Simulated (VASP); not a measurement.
# CoSi (NiAs type) (P6_3/mmc) in VASP: notebook

The runs below take CoSi (NiAs type) through single point, with PBE.

Everything below comes from runs of VASP 6.6.1. Logs are shortened: lines on timing, memory, paths and dates and some standing lists are left out, and cuts for length are marked.

### 1 The cell of the first run

The structure is hexagonal, space group P6_3/mmc (No. 194). The conventional cell has a = 3.290 Å, b = 3.290 Å, c = 4.954 Å, α = 90.00°, β = 90.00°, γ = 120.00°. Co (site symmetry -3m) has 6 Si at 2.27 Å and 2 Co at 2.48 Å within 3.0 Å. Within 3.0 Å of Si (site symmetry -6m2) lie 6 Co at 2.27 Å.

### 2 Single point, PBE

The input, INCAR:

```
PREC = Accurate ; ENCUT = 520
EDIFF = 1E-6 ; ISMEAR = -1
SIGMA = 0.05 ; LREAL = False
LASPH = True ; NELM = 80
ALGO = Normal ; ISIF = 2
LWAVE = False ; LCHARG = False
GGA = PE ; NBANDS = 21
```

The input, KPOINTS:

```
regular mesh
0
Gamma
  11 11 6
```

The input, POSCAR:

```
CoSi
1.0
    3.2902073837      0.0000000000      0.0000000000
   -1.6451036919      2.8494031780      0.0000000000
    0.0000000000      0.0000000000      4.9544436941
Co Si
2 2
Direct
    0.0000000000      0.0000000000      0.0000000000
    0.0000000000      0.0000000000      0.5000000000
    0.3333333333      0.6666666667      0.2500000000
    0.6666666667      0.3333333333      0.7500000000
```

Potentials or basis: VASP PAW PBE potentials, release 64 (Co, Si).

The run is started by

```sh
cat potpaw_PBE.64/Co/POTCAR potpaw_PBE.64/Si/POTCAR > POTCAR
mpirun -np 1 vasp_std > vasp.out
```

OUTCAR:

```text
PREC = Accurate
   ENCUT = 520
   EDIFF = 1E-6
   ISMEAR = -1
   LREAL = False
   LASPH = True
   NELM = 80
   ISIF = 2
   GGA = PE

 ion  position               nearest neighbor table
   1  0.000  0.000  0.000-   3 2.27   4 2.27   4 2.27   3 2.27   4 2.27   3 2.27   2 2.48   2 2.48

   2  0.000  0.000  0.500-   3 2.27   4 2.27   4 2.27   3 2.27   4 2.27   3 2.27   1 2.48   1 2.48

   3  0.333  0.667  0.250-   1 2.27   2 2.27   1 2.27   2 2.27   1 2.27   2 2.27   4 3.12   4 3.12
                             4 3.12   4 3.12   4 3.12   4 3.12
   4  0.667  0.333  0.750-   1 2.27   2 2.27   1 2.27   2 2.27   1 2.27   2 2.27   3 3.12   3 3.12
                             3 3.12   3 3.12   3 3.12   3 3.12

  LATTYP: Found a hexagonal cell.
 ALAT       =     3.2902073837
 C/A-ratio  =     1.5058150190

  Lattice vectors:

 A1 = (   3.2902073837,   0.0000000000,   0.0000000000)
 A2 = (  -1.6451036919,   2.8494031780,   0.0000000000)
 A3 = (   0.0000000000,   0.0000000000,   4.9544436941)

Analysis of symmetry for initial positions (statically):
=====================================================================
 Subroutine PRICEL returns:
 Original cell was already a primitive cell.

 Routine SETGRP: Setting up the symmetry group for a
 hexagonal supercell.

 Subroutine GETGRP returns: Found 24 space group operations
 (whereof 12 operations were pure point group operations)
 out of a pool of 24 trial point group operations.

The static configuration has the point symmetry D_3d.
 The point group associated with its full space group is D_6h.

Analysis of symmetry for dynamics (positions and initial velocities):
=====================================================================
 Subroutine PRICEL returns:
 Original cell was already a primitive cell.

 Routine SETGRP: Setting up the symmetry group for a
 hexagonal supercell.

 Subroutine GETGRP returns: Found 24 space group operations
 (whereof 12 operations were pure point group operations)
 out of a pool of 24 trial point group operations.

The dynamic configuration has the point symmetry D_3d.
 The point group associated with its full space group is D_6h.

 Subroutine INISYM returns: Found 24 space group operations
 (whereof 12 operations are pure point group operations),
 and found     1 'primitive' translations

----------------------------------------------------------------------------------------

                                     Primitive cell

  volume of cell :      46.4485

  direct lattice vectors                    reciprocal lattice vectors
     3.290207384  0.000000000  0.000000000     0.303932210  0.175475343  0.000000000
    -1.645103692  2.849403178  0.000000000     0.000000000  0.350950686  0.000000000
     0.000000000  0.000000000  4.954443694     0.000000000  0.000000000  0.201839008

  length of vectors
     3.290207384  3.290207384  4.954443694     0.350950686  0.350950686  0.201839008

  position of ions in fractional coordinates (direct lattice)
     0.000000000  0.000000000  0.000000000
     0.000000000  0.000000000  0.500000000
     0.333333333  0.666666667  0.250000000
     0.666666667  0.333333333  0.750000000

  ion indices of the primitive-cell ions
   primitive index   ion index
                 1           1
                 2           2
                 3           3
                 4           4

----------------------------------------------------------------------------------------

 KPOINTS: regular mesh

Automatic generation of k-mesh.
 Grid dimensions read from file:
 generate k-points for:   11   11    6

 Generating k-lattice:

  Cartesian coordinates                     Fractional coordinates (reciprocal lattice)
     0.027630201  0.015952304  0.000000000     0.090909091  0.000000000  0.000000000
     0.000000000  0.031904608  0.000000000     0.000000000  0.090909091  0.000000000
     0.000000000  0.000000000  0.033639835     0.000000000  0.000000000  0.166666667

  Length of vectors
     0.031904608  0.031904608  0.033639835

  Shift w.r.t. Gamma in fractional coordinates (k-lattice)
     0.000000000  0.000000000  0.000000000

 Subroutine IBZKPT returns following result:
 ===========================================

 Found     64 irreducible k-points:

 Following reciprocal coordinates:
            Coordinates               Weight
  0.000000  0.000000  0.000000      1.000000
  0.090909  0.000000  0.000000      6.000000
  0.181818  0.000000  0.000000      6.000000
  0.272727  0.000000  0.000000      6.000000
  0.363636  0.000000  0.000000      6.000000
  0.454545  0.000000  0.000000      6.000000
[... 16 lines left out ...]
  0.090909  0.090909  0.166667     12.000000
  0.181818  0.090909  0.166667     24.000000
 [... further k-points ...]
   k-points           NKPTS =     64   k-points in BZ     NKDIM =     64   number of bands    NBANDS=     21
   number of dos      NEDOS =    301   number of ions     NIONS =      4
   total plane-waves  NPLWV =  23040
   dimension x,y,z NGX =    24 NGY =   24 NGZ =   40
   dimension x,y,z NGXF=    48 NGYF=   48 NGZF=   80
   ions per type =               2   2
   NGX,Y,Z   is equivalent  to a cutoff of  12.13, 12.13, 13.42 a.u.
   NGXF,Y,Z  is equivalent  to a cutoff of  24.25, 24.25, 26.84 a.u.
 SYSTEM =  unknown system
   PREC   = accura    normal or accurate (medium, high low for compatibility)
   ISTART =      0    job   : 0-new  1-cont  2-samecut
   ICHARG =      2    charge: 1-file 2-atom 10-const
   ISPIN  =      1    spin polarized calculation?
   LNONCOLLINEAR =      F non collinear calculations
   LSORBIT =      F    spin-orbit coupling
   LASPH  =      T    aspherical Exc in radial PAW
   ENCUT  =  520.0 eV  38.22 Ry    6.18 a.u.   6.12  6.12  9.21*2*pi/ulx,y,z
   NELM   =     80;   NELMIN=  2; NELMDL= -5     # of ELM steps
   EDIFF  = 0.1E-05   stopping-criterion for ELM
   LREAL  =      F    real-space projection
   EDIFFG = 0.1E-04   stopping-criterion for IOM
   NSW    =      0    number of steps for IOM
   IBRION =     -1    ionic relax: 0-MD 1-quasi-New 2-CG
   NFREE  =      0    steps in history (QN), initial steepest desc. (CG)
   ISIF   =      2    stress and relaxation
   ISYM   =      2    0-nonsym 1-usesym 2-fastsym
   POTIM  = 0.5000    time-step for ionic-motion
   TEBEG  =    0.0;   TEEND  =   0.0 temperature during run
   PSTRESS=    0.0 pullay stress
   NELECT =      26.0000    total number of electrons
   NUPDOWN=      -1.0000    fix difference up-down
   EMIN   =  10.00;   EMAX   =-10.00  energy-range for DOS
   EFERMI =   0.00;   METHOD = LEGACY
   ISMEAR =    -1;   SIGMA  =   0.05  broadening in eV -4-tet -1-fermi 0-gaus
   EFERMI_NEDOS =   21; number of points for ismear=-14 and -15
   IALGO  =     38    algorithm
   IMIX   =      4    mixing-type and parameters
     AMIX     =   0.40;   BMIX     =  1.00
     AMIX_MAG =   1.60;   BMIX_MAG =  1.00
  volume/ion in A,a.u.               =      11.61        78.36
  Fermi-wavevector in a.u.,A,eV,Ry     =   1.349197  2.549612 24.767115  1.820332
  Thomas-Fermi vector in A             =   2.476803
   LORBIT       =      0    0 simple, 1 ext, 2 COOP (PROOUT), +10 PAW based schemes
   GGA     = PE    functional components
   LHFCALC =     F    Hartree Fock is set to
   AEXX    =    0.0000 exact exchange contribution
   IVDW    =     0    specifies the selected vdW correction
   LEPSILON=     F    determine dielectric tensor
   LRPA    =     F    only Hartree local field effects (RPA)
 non-spin polarized calculation
  energy-cutoff  :      520.00
  volume of cell :       46.45
 maximum number of plane-waves:      1268
   NGX = 13   NGY = 13   NGZ = 19

 number of electron      25.9999992 magnetization

 Free energy of the ion-electron system (eV)
  ---------------------------------------------------
  ext. energy  EPLUGINS =         0.00000000
  ---------------------------------------------------
  free energy    TOTEN  =       -26.28007657 eV

  energy without entropy =      -26.26135817  energy(sigma->0) =      -26.27071737

 E-fermi :  10.7215     XC(G=0): -12.4310

 val. band max:       10.7151517720   @ k =   0.3636   0.1818   0.1667
 cond. band min:      10.7292887393   @ k =   0.2727   0.1818   0.5000
 fundamental gap:      0.0141369673
 Fermi energy:        10.7214688105

 k-point     1 :       0.0000    0.0000    0.0000
  band No.  band energies     occupation
      1      -1.7802      2.00000
      2       3.4682      2.00000
      3       4.1774      2.00000
      4       7.2145      2.00000
      5       7.2145      2.00000
      6       7.4492      2.00000
[... 13 lines left out ...]
     20      19.3797      0.00000
     21      19.3797      0.00000

 k-point     2 :       0.0909    0.0000    0.0000
  band No.  band energies     occupation
      1      -1.6286      2.00000
      2       3.5056      2.00000
      3       4.3301      2.00000
      4       7.1811      2.00000
      5       7.2384      2.00000
      6       7.4386      2.00000
[... 13 lines left out ...]
     20      19.6367      0.00000
     21      19.8732      0.00000

 k-point     3 :       0.1818    0.0000    0.0000
  band No.  band energies     occupation
      1      -1.1786      2.00000
      2       3.6000      2.00000
      3       4.7783      2.00000
      4       6.9874      2.00000
      5       7.2796      2.00000
      6       7.3882      2.00000
[... 13 lines left out ...]
     20      20.1691      0.00000
     21      20.5117      0.00000

 k-point     4 :       0.2727    0.0000    0.0000
  band No.  band energies     occupation
      1      -0.4455      2.00000
      2       3.6874      2.00000
      3       5.4833      2.00000
      4       6.3734      2.00000
      5       7.2782      2.00000
      6       7.3164      2.00000
[... 13 lines left out ...]
     20      19.2370      0.00000
     21      19.7847      0.00000

 k-point     5 :       0.3636    0.0000    0.0000
  band No.  band energies     occupation
      1       0.5392      2.00000
      2       3.5860      2.00000
      3       5.4389      2.00000
      4       6.3277      2.00000
      5       7.2307      2.00000
      6       7.2836      2.00000
[... 13 lines left out ...]
     20      18.2880      0.00000
     21      18.9118      0.00000

 k-point     6 :       0.4545    0.0000    0.0000
  band No.  band energies     occupation
      1       1.7080      2.00000
      2       2.8865      2.00000
      3       4.8636      2.00000
      4       6.9449      2.00000
      5       7.1886      2.00000
      6       7.2932      2.00000
[... 13 lines left out ...]
     20      18.1639      0.00000
     21      18.4497      0.00000

 k-point     7 :       0.0909    0.0909    0.0000
  band No.  band energies     occupation
      1      -1.3278      2.00000
      2       3.5722      2.00000
      3       4.6309      2.00000
      4       7.0873      2.00000
      5       7.2568      2.00000
      6       7.4000      2.00000
[... 13 lines left out ...]
     20      19.4607      0.00000
     21      20.2803      0.00000
[... 291 lines left out ...]
      1      -0.2869      2.00000
      2       3.0199      2.00000
      3       5.7938      2.00000
      4       6.6615      2.00000
      5       7.3693      2.00000
      6       7.4626      2.00000
[... 13 lines left out ...]
     20      18.7163      0.00000
     21      20.2368      0.00000

 k-point    21 :       0.3636    0.0000    0.1667
  band No.  band energies     occupation
      1       0.6867      2.00000
      2       3.3213      2.00000
      3       5.2707      2.00000
      4       6.3603      2.00000
      5       7.3224      2.00000
      6       7.4553      2.00000
[... 13 lines left out ...]
     20      18.3970      0.00000
     21      20.0334      0.00000

 k-point    22 :       0.4545    0.0000    0.1667
  band No.  band energies     occupation
      1       1.8323      2.00000
      2       2.9351      2.00000
      3       4.7215      2.00000
      4       6.3787      2.00000
      5       7.2809      2.00000
      6       7.3640      2.00000
[... 13 lines left out ...]
     20      18.1182      0.00000
     21      19.8971      0.00000

 k-point    23 :       0.0909    0.0909    0.1667
  band No.  band energies     occupation
      1      -1.1617      2.00000
      2       2.5123      2.00000
      3       5.6729      2.00000
      4       7.2146      2.00000
      5       7.3440      2.00000
      6       7.4887      2.00000
[... 13 lines left out ...]
     20      19.5198      0.00000
     21      20.4770      0.00000

 k-point    24 :       0.1818    0.0909    0.1667
  band No.  band energies     occupation
      1      -0.5747      2.00000
      2       2.8723      2.00000
      3       5.8170      2.00000
      4       6.9693      2.00000
      5       7.2880      2.00000
      6       7.3957      2.00000
[... 13 lines left out ...]
     20      19.5019      0.00000
     21      20.1582      0.00000

 [... further k-points ...]

------------------------ aborting loop because EDIFF is reached ----------------------------------------

  FORCE on cell =-STRESS in cart. coord.  units (eV):
  Direction    XX          YY          ZZ          XY          YZ          ZX
  --------------------------------------------------------------------------------------
  -------------------------------------------------------------------------------------
  Total        3.9446622      3.9446622      4.0060738     -0.0000000      0.0000000      0.0000000
  in kB      136.0655959    136.0655959    138.1839022     -0.0000000      0.0000000      0.0000000
  external PRESSURE =     136.7716980 kB  Pullay stress =       0.0000000 kB

 VOLUME and BASIS-vectors are now :
 -----------------------------------------------------------------------------
  energy-cutoff  :      520.00
  volume of cell :       46.45
      direct lattice vectors                 reciprocal lattice vectors
     3.290207384  0.000000000  0.000000000     0.303932210  0.175475343  0.000000000
    -1.645103692  2.849403178  0.000000000     0.000000000  0.350950686  0.000000000
     0.000000000  0.000000000  4.954443694     0.000000000  0.000000000  0.201839008

 POSITION                                       TOTAL-FORCE (eV/Angst)
 -----------------------------------------------------------------------------------
      0.00000      0.00000      0.00000         0.000000      0.000000     -0.000000
      0.00000      0.00000      2.47722         0.000000      0.000000     -0.000000
     -0.00000      1.89960      1.23861         0.000000      0.000000      0.000000
      1.64510      0.94980      3.71583        -0.000000     -0.000000      0.000000
 -----------------------------------------------------------------------------------
    total drift:                               -0.000000      0.000000      0.000000

  FREE ENERGIE OF THE ION-ELECTRON SYSTEM (eV)
  ---------------------------------------------------
  free  energy   TOTEN  =       -26.2800765704 eV

  energy  without entropy=      -26.2613581695  energy(sigma->0) =      -26.27071737
```

It took 68 s on 1 thread of Intel Xeon 8259CL, shared host; peak memory 0.19 GiB.

What came out:

```
Free energy            : -26.2801 eV
Pressure               : 13.7 GPa
Band gap on the k mesh : zero (bands 13 and 14 overlap by 3.48 eV)
```

Caveat: the cell stands under pressure; the run has no spin polarisation, though such a crystal can be magnetic. Spin polarisation is off, so any magnetic state and its effect on volume and gap are missing.

(Part 1 of 2 ends here.)
